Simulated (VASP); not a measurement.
A run of VASP 6.6.1:

INCAR

```
SYSTEM = MgB2
PREC = Accurate
ENCUT = 600
EDIFF = 1E-8
ISMEAR = 0
SIGMA = 0.05
LREAL = .False.
LASPH = .True.
NELM = 100
ALGO = Normal
ISIF = 3
LWAVE = .False.
LCHARG = .False.
GGA = PS
IBRION = 6
NFREE = 2
POTIM = 0.015
NSW = 1
```

File KPOINTS:

```
regular mesh
0
Gamma
  12 12 10
  0 0 0
```

Contents of POSCAR:

```
MgB2
1.0
    3.0665287164      0.0000000000      0.0000000000
   -1.5332643582      2.6556917698      0.0000000000
    0.0000000000      0.0000000000      3.4879448063
Mg B
1 2
Direct
    0.0000000000      0.0000000000      0.0000000000
    0.3333333333      0.6666666667      0.5000000000
    0.6666666667      0.3333333333      0.5000000000
```

Potentials or basis: VASP PAW PBE potentials, release 64 (Mg, B).

Run with:

```console
$ cat potpaw_PBE.64/Mg/POTCAR potpaw_PBE.64/B/POTCAR > POTCAR
$ mpirun -np 1 vasp_std > vasp.out
```

Hardware: 1 thread of Intel(R) Xeon(R) Platinum 8259CL CPU @ 2.50GHz (Skylake/Cascade Lake), on a shared host.

Problem. Estimate the wall time of this run.

Solution. Run time: 12 min on 1 thread of Intel(R) Xeon(R) Platinum 8259CL CPU @ 2.50GHz (Skylake/Cascade Lake), with other jobs on the host, peak memory 0.37 GiB. Counts: scf iterations 166, k points 114.
